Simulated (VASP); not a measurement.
Set up this calculation in VASP 6.6.1, as the native input.

* Task: relaxation of cell and atoms
* Functional: PBEsol
* Potentials or basis: VASP PAW PBE potentials, release 64 (Al, N)
* Cutoff: 600 eV
* k mesh: 10 × 10 × 10
* Occupations: gaussian, width 0.01 eV
* Spin: no spin polarisation
* Target pressure: 4 GPa
* Dipole correction: no
* Further INCAR settings: ALGO = Normal; EDIFF = 1e-06; IBRION = 2; EDIFFG = -0.002; NSW = 100; ISIF = 3

The structure of AlN lies in POSCAR:

```
AlN
1.0
    0.0000000000      2.1886811988      2.1886811988
    2.1886811988      0.0000000000      2.1886811988
    2.1886811988      2.1886811988      0.0000000000
Al N
1 1
Direct
    0.0000000000      0.0000000000      0.0000000000
    0.2500000000      0.2500000000      0.2500000000
```

One way to write it, as run:

INCAR

```
SYSTEM = AlN
PREC = Accurate
ENCUT = 600
EDIFF = 1E-6
ISMEAR = 0
SIGMA = 0.01
LREAL = .False.
LASPH = .True.
NELM = 80
ALGO = Normal
ISIF = 3
LWAVE = .False.
LCHARG = .False.
GGA = PS
IBRION = 2
NSW = 100
EDIFFG = -0.002
PSTRESS = 40.0
```

KPOINTS

```
Automatic mesh
0
Gamma
  10 10 10
  0 0 0
```

Potentials or basis: VASP PAW PBE potentials, release 64 (Al, N).

Launch:

```bash
$ cat potpaw_PBE.64/Al/POTCAR potpaw_PBE.64/N/POTCAR > POTCAR
$ mpirun -np 1 vasp_std > vasp.out
```

Results of the run:

The relaxed volume is 10.28 Å³/atom, the relaxed cell is a = 3.075 Å, b = 3.075 Å, c = 3.075 Å, α = 60.00°, β = 60.00°, γ = 60.00° and the space group after relaxing (to 0.05 Å) is F-43m (No. 216). The energy change on relaxing (the enthalpy is what falls) is +2.4 meV/atom, the ionic steps are 3 and the pressure after relaxing is 4.0 GPa. The band gap on the k mesh is 3.19 eV, indirect (least direct gap 4.25 eV).

Caveat: the cell is relaxed towards a set pressure, so the enthalpy falls and the energy may rise; the PAW data sets were made with another functional, which shifts forces and pressure a little.

Run time: 13 s on 1 thread of AMD EPYC 9R45 96-Core Processor (Zen 5), with other jobs on the host, peak memory 0.13 GiB.
